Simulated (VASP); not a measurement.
Wanted: the native input for a VASP 6.6.1 run.

```yaml
Task: single point
Functional: PBE
Potentials_or_basis: VASP PAW PBE potentials, release 64 (Be, Si)
Cutoff: 520 eV
k_mesh: 6 × 6 × 1
Occupations: gaussian, width 0.15 eV
Spin: no spin polarisation
Dipole_correction: no
Further_INCAR_settings: ALGO = Normal; EDIFF = 1e-06; NBANDS = 26
```

The structure of Be12Si lies in POSCAR:

```
Be12Si
1.0
    4.5800000000      0.0000000000      0.0000000000
    2.2900000000      3.9663960000      0.0000000000
    0.0000000000      0.0000000000     16.5884300000
Be Si
12 1
Direct
    0.0000000000      0.0000000000      0.0602829804
    0.5000000000      0.0000000000      0.0602829804
    0.0000000000      0.5000000000      0.0602829804
    0.5000000000      0.5000000000      0.0602829804
   -0.1757911441      0.3353936420      0.1699778701
    0.3382363795      0.3300936165      0.1695729493
   -0.1682944492      0.8340675011      0.1659733923
    0.3373558189      0.8323669649      0.1708947742
   -0.0059631554      0.0052778391      0.2745654049
    0.5085586437     -0.0049089904      0.2869295648
   -0.0067503097      0.4958211434      0.2712370610
    0.4824385809      0.5088014409      0.2860495538
    0.9958101689      0.7293936359      0.3875794756
```

The input as run:

INCAR

```
SYSTEM = Be12Si
PREC = Accurate
ENCUT = 520
EDIFF = 1E-6
ISMEAR = 0
SIGMA = 0.15
LREAL = .False.
LASPH = .True.
NELM = 60
ALGO = Normal
ISIF = 2
LWAVE = .False.
LCHARG = .False.
GGA = PE
NBANDS = 26
```

KPOINTS

```
regular mesh
0
Gamma
  6 6 1
  0 0 0
```

Potentials or basis: VASP PAW PBE potentials, release 64 (Be, Si).

The run is started by

```bash
$ cat potpaw_PBE.64/Be/POTCAR potpaw_PBE.64/Si/POTCAR > POTCAR
$ mpirun -np 1 vasp_std > vasp.out
```

Results of the run:

```json
{
 "Largest force": "0.335 eV/Å",
 "Band gap on the k mesh": "zero (bands 14 and 15 overlap by 0.12 eV)"
}
```

Caveat: there is no dipole correction, which matters where the two faces differ.

It took 4.3 min on 1 thread of AMD EPYC 7R43 64-Core Processor (Zen 3) (shared host), peak memory 0.41 GiB.
